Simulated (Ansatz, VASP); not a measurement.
Zr in VASP and in Ansatz

```xyz
1
Lattice="0.0000 2.2286 2.2286 2.2286 0.0000 2.2286 2.2286 2.2286 0.0000" Properties=species:S:1:pos:R:3 pbc="T T T"
Zr    0.0000    0.0000    0.0000
```

Alike in both runs: task relaxation of cell and atoms; functional PBEsol; k mesh 16 × 16 × 16; occupations gaussian, width 0.1 eV; no spin polarisation.

|  | VASP | Ansatz |
| --- | --- | --- |
| version | VASP 6.6.1 | Ansatz 0.2.0 |
| potentials or method | VASP PAW PBE potentials, release 64 (Zr_sv), cutoff 600 eV | scalar-relativistic, plane waves, PAW |
| valence electrons in the cell | 12 | 12 |

```tsv
	VASP	Ansatz	Ansatz less VASP
gap on the k mesh at the Fermi level, each at its own relaxed structure (eV)	none	none	-
relaxed volume (Å³/atom)	22.24	22.22	-0.016
relaxed cell length with the largest relative difference (Å)	3.157	3.156	-0.0007
```

VASP's potentials were made for PBE, not for PBEsol. A gap of «none» marks a metal or a gap that the smearing closes.
